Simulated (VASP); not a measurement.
Set up this calculation in VASP 6.6.1, as the native input.

- Task: single point
- Functional: PBE
- Potentials or basis: VASP PAW PBE potentials, release 64 (Hf_pv, O)
- Cutoff: 520 eV
- k mesh: 6 × 6 × 4
- Occupations: gaussian, width 0.02 eV
- Spin: no spin polarisation
- Dipole correction: no
- Further INCAR settings: ALGO = Normal; EDIFF = 1e-06; NBANDS = 31

The structure of HfO2 lies in POSCAR:

```
HfO2
1.0
    3.5202841959      0.0000000000      0.0000000000
    0.0000000000      3.5202841959      0.0000000000
    0.0000000000      0.0000000000      5.0388732982
Hf O
2 4
Direct
    0.5000000000      0.5000000000      0.5000000000
    0.0000000000      0.0000000000      0.0000000000
    0.0000000000      0.5000000000      0.7133968963
    0.5000000000      0.0000000000      0.7866031037
    0.5000000000      0.0000000000      0.2866031037
    0.0000000000      0.5000000000      0.2133968963
```

These files were run (other wordings do the same):

INCAR

```
SYSTEM = HfO2
  PREC = Accurate
  ENCUT = 520
  EDIFF = 1E-6
  ISMEAR = 0
  SIGMA = 0.02
  LREAL = .False.
  LASPH = .True.
  NELM = 60
  ALGO = Normal
  ISIF = 2
  LWAVE = .False.
  LCHARG = .True.
  GGA = PE
  LELF = .True.
  LVHAR = .True.
  NBANDS = 31
```

KPOINTS

```
regular mesh
0
Gamma
  6 6 4
  0 0 0
```

Potentials or basis: VASP PAW PBE potentials, release 64 (Hf_pv, O).

Run with:

```sh
$ cat potpaw_PBE.64/Hf_pv/POTCAR potpaw_PBE.64/O/POTCAR > POTCAR
$ mpirun -np 1 vasp_std > vasp.out
```

Results of the run:

```yaml
Pressure: 16.0 GPa
Largest_force: 0.023 eV/Å
Band_gap_on_the_k_mesh: 4.57 eV, indirect (least direct gap 4.78 eV)
```

Caveat: spin-orbit coupling is left out, which moves the levels of the heavy elements.

Run time: 23 s on 1 thread of Intel(R) Xeon(R) 6975P-C (Granite Rapids), on a shared host, peak memory 0.2 GiB.
